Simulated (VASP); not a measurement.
Here is a VASP 6.6.1 calculation.

INCAR

```
PREC = Accurate
ENCUT = 520
EDIFF = 1E-7
ISMEAR = 0
SIGMA = 0.01
LREAL = F
LASPH = T
NELM = 80
ALGO = Normal
ISIF = 2
LWAVE = F
LCHARG = F
GGA = CA
IBRION = 2
NSW = 50
EDIFFG = -0.002
```

File KPOINTS:

```
regular mesh
0
Gamma
  6 6 6
```

POSCAR

```
KI
1.0
   -0.0170573808      3.4029474723      3.4029474723
    3.4029474723     -0.0170573808      3.4029474723
    3.4029474723      3.4029474723     -0.0170573808
K I
1 1
Direct
    0.0000000000      0.0000000000      0.0000000000
    0.5000000000      0.5000000000      0.5000000000
```

Potentials or basis: VASP PAW LDA potentials, release 64 (K_sv, I).

Command:

```sh
$ cat potpaw_LDA.64/K_sv/POTCAR potpaw_LDA.64/I/POTCAR > POTCAR
$ mpirun -np 1 vasp_std > vasp.out
```

**Question.** Predict the band gap on the k mesh.

**Answer.** 3.86 eV, direct.

Final structure:
```yaml
crystal:
  lattice:
    - [-0.01706, 3.40295, 3.40295]
    - [3.40295, -0.01706, 3.40295]
    - [3.40295, 3.40295, -0.01706]
  atoms:
    - { symbol: K, position: [0.00000, 0.00000, 0.00000] }
    - { symbol: I, position: [0.50000, 0.50000, 0.50000] }
```

Caveat: the cell differs from its parent crystal (equal xy, yz and zx engineering shears of -0.5 %); the relaxation stopped at its first step, so nothing moved; spin-orbit coupling is left out, which moves the levels of the heavy elements.
